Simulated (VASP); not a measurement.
# NaF (Fm-3m) in VASP: notebook, part 2 of 2

VASP 6.6.1. The steps go on from the part before.

### Step 3. Single point, PBEsol

INCAR

```
PREC     = Accurate       # precision mode
ENCUT    = 520            # plane-wave cutoff, eV
EDIFF    = 1E-7           # SCF threshold, eV
ISMEAR   = 0              # smearing method
SIGMA    = 0.01           # smearing width, eV
LREAL    = False          # projectors in reciprocal space
LASPH    = True           # aspherical terms in the spheres
NELM     = 60             # most SCF steps
ALGO     = Normal         # electronic algorithm
ISIF     = 2              # what is computed and relaxed
LWAVE    = False          # write WAVECAR
LCHARG   = True           # write CHGCAR
GGA      = PS             # functional
LELF     = True           # ELF
LVHAR    = True         
NBANDS   = 14             # bands
```

KPOINTS

```
Automatic mesh
0
Gamma
  8 8 8
```

POSCAR

```
NaF
1.0
    2.3499484554      2.3499484554      0.0000000000
   -2.3499484554      2.3499484554      0.0000000000
    0.0000000000      2.3499484554      2.3499484554
Na F
1 1
Direct
    0.0000000000      0.0000000000      0.0000000000
    0.5000000000      0.5000000000      0.0000000000
```

Potentials or basis: VASP PAW PBE potentials, release 64 (Na_pv, F).

Started as:

```bash
$ cat potpaw_PBE.64/Na_pv/POTCAR potpaw_PBE.64/F/POTCAR > POTCAR
$ mpirun -np 1 vasp_std > vasp.out
```

OUTCAR:

```text
PREC = Accurate
   ENCUT = 520
   EDIFF = 1E-7
   ISMEAR = 0
   LREAL = False
   LASPH = True
   NELM = 60
   ISIF = 2
   GGA = PS

 ion  position               nearest neighbor table
   1  0.000  0.000  0.000-
   2  0.500  0.500  0.000-

  LATTYP: Found a face centered cubic cell.
 ALAT       =     4.6998969108

  Lattice vectors:

 A1 = (   0.0000000000,   2.3499484554,   2.3499484554)
 A2 = (   2.3499484554,   0.0000000000,   2.3499484554)
 A3 = (   2.3499484554,   2.3499484554,   0.0000000000)

Analysis of symmetry for initial positions (statically):
=====================================================================
 Subroutine PRICEL returns:
 Original cell was already a primitive cell.

 Routine SETGRP: Setting up the symmetry group for a
 face centered cubic supercell.

 Subroutine GETGRP returns: Found 48 space group operations
 (whereof 48 operations were pure point group operations)
 out of a pool of 48 trial point group operations.

The static configuration has the point symmetry O_h .

Analysis of symmetry for dynamics (positions and initial velocities):
=====================================================================
 Subroutine PRICEL returns:
 Original cell was already a primitive cell.

 Routine SETGRP: Setting up the symmetry group for a
 face centered cubic supercell.

 Subroutine GETGRP returns: Found 48 space group operations
 (whereof 48 operations were pure point group operations)
 out of a pool of 48 trial point group operations.

The dynamic configuration has the point symmetry O_h .

 Subroutine INISYM returns: Found 48 space group operations
 (whereof 48 operations are pure point group operations),
 and found     1 'primitive' translations

----------------------------------------------------------------------------------------

                                     Primitive cell

  volume of cell :      25.9540

  direct lattice vectors                    reciprocal lattice vectors
     2.349948455  2.349948455  0.000000000     0.212770624  0.212770624 -0.212770624
    -2.349948455  2.349948455  0.000000000    -0.212770624  0.212770624 -0.212770624
     0.000000000  2.349948455  2.349948455     0.000000000  0.000000000  0.425541249

  length of vectors
     3.323328977  3.323328977  3.323328977     0.368529532  0.368529532  0.425541249

  position of ions in fractional coordinates (direct lattice)
     0.000000000  0.000000000  0.000000000
     0.500000000  0.500000000  0.000000000

  ion indices of the primitive-cell ions
   primitive index   ion index
                 1           1
                 2           2

----------------------------------------------------------------------------------------

 KPOINTS: Automatic mesh

Automatic generation of k-mesh.
 Grid dimensions read from file:
 generate k-points for:    8    8    8

 Generating k-lattice:

  Cartesian coordinates                     Fractional coordinates (reciprocal lattice)
     0.026596328  0.026596328 -0.026596328     0.125000000  0.000000000  0.000000000
    -0.026596328  0.026596328 -0.026596328     0.000000000  0.125000000  0.000000000
     0.000000000  0.000000000  0.053192656     0.000000000  0.000000000  0.125000000

  Length of vectors
     0.046066191  0.046066191  0.053192656

  Shift w.r.t. Gamma in fractional coordinates (k-lattice)
     0.000000000  0.000000000  0.000000000

 Subroutine IBZKPT returns following result:
 ===========================================

 Found     29 irreducible k-points:

 Following reciprocal coordinates:
            Coordinates               Weight
  0.000000  0.000000  0.000000      1.000000
  0.125000  0.000000  0.000000      8.000000
  0.250000  0.000000  0.000000      8.000000
  0.375000  0.000000  0.000000      8.000000
  0.500000  0.000000  0.000000      4.000000
  0.125000  0.125000  0.000000     12.000000
[... 16 lines left out ...]
  0.375000  0.250000  0.125000     48.000000
  0.500000  0.250000  0.125000     24.000000
 [... further k-points ...]
   k-points           NKPTS =     29   k-points in BZ     NKDIM =     29   number of bands    NBANDS=     14
   number of dos      NEDOS =    301   number of ions     NIONS =      2
   total plane-waves  NPLWV =  21952
   dimension x,y,z NGX =    28 NGY =   28 NGZ =   28
   dimension x,y,z NGXF=    56 NGYF=   56 NGZF=   56
   ions per type =               1   1
   NGX,Y,Z   is equivalent  to a cutoff of  14.01, 14.01, 14.01 a.u.
   NGXF,Y,Z  is equivalent  to a cutoff of  28.01, 28.01, 28.01 a.u.
 SYSTEM =  unknown system
   PREC   = accura    normal or accurate (medium, high low for compatibility)
   ISTART =      0    job   : 0-new  1-cont  2-samecut
   ICHARG =      2    charge: 1-file 2-atom 10-const
   ISPIN  =      1    spin polarized calculation?
   LNONCOLLINEAR =      F non collinear calculations
   LSORBIT =      F    spin-orbit coupling
   LASPH  =      T    aspherical Exc in radial PAW
   ENCUT  =  520.0 eV  38.22 Ry    6.18 a.u.   6.18  6.18  6.18*2*pi/ulx,y,z
   NELM   =     60;   NELMIN=  2; NELMDL= -5     # of ELM steps
   EDIFF  = 0.1E-06   stopping-criterion for ELM
   LREAL  =      F    real-space projection
   EDIFFG = 0.1E-05   stopping-criterion for IOM
   NSW    =      0    number of steps for IOM
   IBRION =     -1    ionic relax: 0-MD 1-quasi-New 2-CG
   NFREE  =      0    steps in history (QN), initial steepest desc. (CG)
   ISIF   =      2    stress and relaxation
   ISYM   =      2    0-nonsym 1-usesym 2-fastsym
   POTIM  = 0.5000    time-step for ionic-motion
   TEBEG  =    0.0;   TEEND  =   0.0 temperature during run
   PSTRESS=    0.0 pullay stress
   NELECT =      14.0000    total number of electrons
   NUPDOWN=      -1.0000    fix difference up-down
   EMIN   =  10.00;   EMAX   =-10.00  energy-range for DOS
   EFERMI =   0.00;   METHOD = LEGACY
   ISMEAR =     0;   SIGMA  =   0.01  broadening in eV -4-tet -1-fermi 0-gaus
   EFERMI_NEDOS =   21; number of points for ismear=-14 and -15
   IALGO  =     38    algorithm
   IMIX   =      4    mixing-type and parameters
     AMIX     =   0.40;   BMIX     =  1.00
     AMIX_MAG =   1.60;   BMIX_MAG =  1.00
  volume/ion in A,a.u.               =      12.98        87.57
  Fermi-wavevector in a.u.,A,eV,Ry     =   1.332649  2.518342 24.163319  1.775954
  Thomas-Fermi vector in A             =   2.461568
   LORBIT       =      0    0 simple, 1 ext, 2 COOP (PROOUT), +10 PAW based schemes
   GGA     = PS    functional components
   LHFCALC =     F    Hartree Fock is set to
   AEXX    =    0.0000 exact exchange contribution
   IVDW    =     0    specifies the selected vdW correction
   LEPSILON=     F    determine dielectric tensor
   LRPA    =     F    only Hartree local field effects (RPA)
 non-spin polarized calculation
 Gauss-broadening in eV      SIGMA  =   0.01
  energy-cutoff  :      520.00
  volume of cell :       25.95
 maximum number of plane-waves:       725
 NGX is ok and might be reduce to    28
   NGX = 13   NGY = 13   NGZ = 13

 number of electron      14.0000002 magnetization

 Free energy of the ion-electron system (eV)
  ---------------------------------------------------
  ext. energy  EPLUGINS =         0.00000000
  ---------------------------------------------------
  free energy    TOTEN  =        -8.76291263 eV

  energy without entropy =       -8.76291263  energy(sigma->0) =       -8.76291263

 E-fermi :  -2.2810     XC(G=0):  -9.1236

 val. band max:       -2.3509378956   @ k =   0.0000   0.0000   0.0000
 cond. band min:       3.5969376024   @ k =   0.0000   0.0000   0.0000
 fundamental gap:      5.9478754980
 Fermi energy:        -2.2810306584

 k-point     1 :       0.0000    0.0000    0.0000
  band No.  band energies     occupation
      1     -21.3395      2.00000
      2     -21.2488      2.00000
      3     -21.2488      2.00000
      4     -21.2488      2.00000
      5      -2.3509      2.00000
      6      -2.3509      2.00000
      7      -2.3509      2.00000
      8       3.5969      0.00000
      9      16.1970      0.00000
     10      16.1971      0.00000
     11      16.1971      0.00000
     12      18.7949      0.00000
     13      21.1332      0.00000
     14      21.1332      0.00000
[... 375 lines left out ...]
 k-point    24 :       0.5000    0.2500    0.1250
  band No.  band energies     occupation
      1     -21.8381      2.00000
      2     -21.2973      2.00000
      3     -21.2765      2.00000
      4     -20.5979      2.00000
      5      -3.6095      2.00000
      6      -2.9042      2.00000
      7      -2.6691      2.00000
      8       8.9930      0.00000
      9       9.8901      0.00000
     10      14.2319      0.00000
     11      16.0212      0.00000
     12      19.2198      0.00000
     13      20.2470      0.00000
     14      24.8928      0.00000

 [... further k-points ...]
[... 5 lines left out ...]
  --------------------------------------------------------------------------------------
  -------------------------------------------------------------------------------------
  Total       -0.3290620     -0.3290620     -0.3290620      0.0000000      0.0000000     -0.0000000
  in kB      -20.3134315    -20.3134315    -20.3134315      0.0000000      0.0000000     -0.0000000
  external PRESSURE =     -20.3134315 kB  Pullay stress =       0.0000000 kB

 VOLUME and BASIS-vectors are now :
 -----------------------------------------------------------------------------
  energy-cutoff  :      520.00
  volume of cell :       25.95
      direct lattice vectors                 reciprocal lattice vectors
     2.349948455  2.349948455  0.000000000     0.212770624  0.212770624 -0.212770624
    -2.349948455  2.349948455  0.000000000    -0.212770624  0.212770624 -0.212770624
     0.000000000  2.349948455  2.349948455     0.000000000  0.000000000  0.425541249

 POSITION                                       TOTAL-FORCE (eV/Angst)
 -----------------------------------------------------------------------------------
      0.00000      0.00000      0.00000         0.000000     -0.000000      0.000000
      0.00000      2.34995      0.00000        -0.000000      0.000000      0.000000
 -----------------------------------------------------------------------------------
    total drift:                               -0.000000      0.000000      0.000000

  FREE ENERGIE OF THE ION-ELECTRON SYSTEM (eV)
  ---------------------------------------------------
  free  energy   TOTEN  =        -8.7629126339 eV

  energy  without entropy=       -8.7629126339  energy(sigma->0) =       -8.76291263
```

Wall time 19 s (1 thread of Intel Xeon 8259CL, shared host); peak memory 0.15 GiB.

What came out:

```yaml
Free_energy: -8.7629 eV
Pressure: -2.0 GPa
Band_gap_on_the_k_mesh: 5.95 eV
```

Levels at points of the mesh, in eV from the valence-band top:
| k point | band 4 | band 5 | band 6 | band 7 | band 8 | band 9 | band 10 | band 11 |
| --- | --- | --- | --- | --- | --- | --- | --- | --- |
| (0.00, 0.00, 0.00) | -18.90 | 0.00 | 0.00 | 0.00 | 5.95 | 18.55 | 18.55 | 18.55 |
| (0.50, 0.00, 0.00) | -18.12 | -1.53 | -0.24 | -0.24 | 10.36 | 11.99 | 19.53 | 19.53 |
| (0.50, 0.50, 0.00) | -18.76 | -1.23 | -0.39 | -0.39 | 12.64 | 12.96 | 13.13 | 19.11 |

Caveat: the PAW data sets were made with another functional, which shifts forces and pressure a little. A hybrid or GW would open this gap; PBEsol tends to underestimate it.

### Step 4. Relaxation of cell and atoms, PBEsol, target pressure -2 GPa, at which the enthalpy is minimised

This run uses another cell than the first one, of 12.41 Å³/atom.

INCAR

```
ALGO = Normal
EDIFF = 1E-6
EDIFFG = -0.002
ENCUT = 600
GGA = PS
IBRION = 2
ISIF = 3
ISMEAR = 0
LASPH = T
LCHARG = F
LREAL = F
LWAVE = F
NELM = 100
NSW = 100
PREC = Accurate
PSTRESS = -20.0
SIGMA = 0.01
```

KPOINTS

```
k-points
0
Gamma
  8 8 8
```

POSCAR

```
NaF
1.0
    2.3150961496      2.3150961496      0.0000000000
   -2.3150961496      2.3150961496      0.0000000000
    0.0000000000      2.3150961496      2.3150961496
Na F
1 1
Direct
    0.0000000000      0.0000000000      0.0000000000
    0.5000000000      0.5000000000      0.0000000000
```

Started as:

```bash
$ cat potpaw_PBE.64/Na_pv/POTCAR potpaw_PBE.64/F/POTCAR > POTCAR
$ mpirun -np 1 vasp_std > vasp.out
```

Run time: 74 s. Hardware: 1 thread of Intel Xeon 8259CL, shared host; peak memory 0.15 GiB.

Results (log left out):

- Free energy: -8.7629 eV
- Relaxed volume: 12.96 Å³/atom
- Relaxed cell: a = 3.322 Å, b = 3.322 Å, c = 3.322 Å, α = 60.00°, β = 60.00°, γ = 90.00°
- Space group after relaxing (to 0.1 Å): Fm-3m (No. 225)
- Energy change on relaxing (the run minimises the enthalpy): +3.8 meV/atom
- Ionic steps: 8
- Pressure after relaxing: -2.0 GPa
- Band gap on the k mesh: 5.96 eV

The path:
```tsv
step	energy change (eV)	largest force (eV/Å)	pressure (GPa)	volume (Å³)
1	0.0000	0.0000	-0.19	24.82
2	0.0019	0.0000	-1.13	25.32
3	0.0046	0.0000	-1.64	25.65
4	0.0131	0.0000	-2.65	26.30
5	0.0071	0.0000	-1.90	25.87
6	0.0081	0.0000	-2.09	25.95
7	0.0076	0.0000	-1.96	25.91
8	0.0076	0.0000	-2.01	25.91
```

Final structure:
```cif
data_structure
_symmetry_space_group_name_H-M 'P 1'
_symmetry_Int_Tables_number 1
_cell_length_a 3.3216
_cell_length_b 3.3216
_cell_length_c 3.3216
_cell_angle_alpha 60.000
_cell_angle_beta 60.000
_cell_angle_gamma 90.000
_cell_volume 25.91
loop_
_atom_site_label
_atom_site_type_symbol
_atom_site_fract_x
_atom_site_fract_y
_atom_site_fract_z
_atom_site_occupancy
Na1 Na 0.00000 0.00000 0.00000 1
F1 F 0.50000 0.50000 0.00000 1
```

Levels at points of the mesh, in eV from the valence-band top:
| k point | band 5 | band 6 | band 7 | band 8 | band 9 | band 10 |
| --- | --- | --- | --- | --- | --- | --- |
| (0.00, 0.00, 0.00) | 0.00 | 0.00 | 0.00 | 5.96 | 18.56 | 18.56 |
| (0.50, 0.00, 0.00) | -1.53 | -0.24 | -0.24 | 10.37 | 12.00 | 19.55 |
| (0.50, 0.50, 0.00) | -1.24 | -0.39 | -0.39 | 12.65 | 12.96 | 13.14 |

Caveat: the cell is relaxed towards a set pressure, so the run minimises the enthalpy, not the energy; the PAW data sets were made with another functional, which shifts forces and pressure a little. Zero-point motion and thermal expansion aren't in these numbers.

### Step 5. Relaxation of cell and atoms, PBEsol, target pressure 2 GPa, at which the enthalpy is minimised

This run uses another cell than the first one, of 12.41 Å³/atom.

INCAR

```
PREC = Accurate
ENCUT = 600
EDIFF = 1E-7
ISMEAR = 0
SIGMA = 0.01
LREAL = F
LASPH = T
NELM = 60
ALGO = Normal
ISIF = 3
LWAVE = F
LCHARG = F
GGA = PS
IBRION = 2
NSW = 100
EDIFFG = -0.002
PSTRESS = 20.0
```

KPOINTS

```
Automatic mesh
0
Gamma
  8 8 8
```

POSCAR is that of step 4.

Started as:

```bash
$ cat potpaw_PBE.64/Na_pv/POTCAR potpaw_PBE.64/F/POTCAR > POTCAR
$ mpirun -np 1 vasp_std > vasp.out
```

Run time: 31 s. Hardware: 1 thread of Intel Xeon 8259CL, shared host; peak memory 0.15 GiB.

Results (log left out):

- Free energy: -8.7654 eV
- Relaxed volume: 11.93 Å³/atom
- Relaxed cell: a = 3.231 Å, b = 3.231 Å, c = 3.231 Å, α = 60.00°, β = 60.00°, γ = 90.00°
- Space group after relaxing (to 0.1 Å): Fm-3m (No. 225)
- Energy change on relaxing (the run minimises the enthalpy): +2.6 meV/atom
- Ionic steps: 3
- Pressure after relaxing: 2.0 GPa
- Band gap on the k mesh: 6.39 eV

Step by step:
```tsv
step	energy change (eV)	largest force (eV/Å)	pressure (GPa)	volume (Å³)
1	0.0000	0.0000	-0.12	24.82
2	0.0017	0.0000	1.07	24.23
3	0.0052	0.0000	1.99	23.85
```

Final structure:
```xyz
2
Lattice="2.2848 2.2848 0.0000 -2.2848 2.2848 0.0000 0.0000 2.2848 2.2848" Properties=species:S:1:pos:R:3 pbc="T T T"
Na    0.0000    2.2848    2.2848
F     0.0000    2.2848    0.0000
```

Levels at points of the mesh, in eV from the valence-band top:
```
           k point  band 3  band 4  band 5  band 6  band 7  band 8  band 9  band 10  band 11
(0.00, 0.00, 0.00)  -18.64  -18.64    0.00    0.00    0.00    6.39   19.14    19.14    19.14
(0.50, 0.00, 0.00)  -18.66  -17.90   -1.71   -0.28   -0.28   10.86   12.69    20.43    20.43
(0.50, 0.50, 0.00)  -18.71  -18.71   -1.36   -0.43   -0.43   13.23   13.32    13.94    20.19
```

Caveat: the cell is relaxed towards a set pressure, so the run minimises the enthalpy, not the energy; the PAW data sets were made with another functional, which shifts forces and pressure a little.

### Step 6. Summary

```csv
task,cell,cutoff (eV),gap on the mesh (eV),pressure (GPa)
single point,"a = 3.323 Å, angles 60.0, 60.0, 90.0°, 2 atoms",520,5.95,-2.0
relaxation of cell and atoms,"relaxed to -2 GPa from a = 3.274 Å, angles 60.0, 60.0, 90.0°, 2 atoms",600,5.96,-2.0
relaxation of cell and atoms,"relaxed to 2 GPa from a = 3.274 Å, angles 60.0, 60.0, 90.0°, 2 atoms",600,6.39,2.0
```

Alike in all rows: level PBEsol; potentials or basis VASP PAW PBE potentials, release 64 (Na_pv, F); no spin polarisation; k mesh 8 × 8 × 8; smearing gaussian 0.01 eV.

Caveats: the PAW data sets were made with another functional, which shifts forces and pressure a little; the cell is relaxed towards a set pressure, so the run minimises the enthalpy, not the energy (at least some runs).

Absolute energies hang on the potentials; compare differences alone.
